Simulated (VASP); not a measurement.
Here is a VASP 6.6.1 calculation.

Contents of INCAR:

```
SYSTEM = InAs
PREC = Accurate ; ENCUT = 500
EDIFF = 1E-6 ; ISMEAR = 0
SIGMA = 0.01 ; LREAL = .FALSE.
LASPH = .TRUE. ; NELM = 120
ALGO = Normal ; ISIF = 2
LWAVE = .FALSE. ; LCHARG = .FALSE.
GGA = PE ; NBANDS = 16
GGA_COMPAT = .FALSE.
```

Contents of KPOINTS:

```
regular mesh
0
G
  6 6 6
  0 0 0
```

File POSCAR:

```
InAs
1.0
    0.0000000000      2.9772112161      2.9772112161
    2.9772112161      0.0000000000      2.9772112161
    2.9772112161      2.9772112161      0.0000000000
In As
1 1
Direct
    0.0000000000      0.0000000000      0.0000000000
    0.2500000000      0.2500000000      0.2500000000
```

Potentials or basis: VASP PAW PBE potentials, release 64 (In_d, As).

The run is started by

```bash
$ cat potpaw_PBE.64/In_d/POTCAR potpaw_PBE.64/As/POTCAR > POTCAR
$ mpirun -np 1 vasp_std > vasp.out
```

Problem. What does it give for the pressure?

Solution. 7.4 GPa.

Problem. Predict the band gap on the k mesh.

Solution. 0.04 eV, direct.

Caveat: spin-orbit coupling is left out, which moves the levels of the heavy elements.
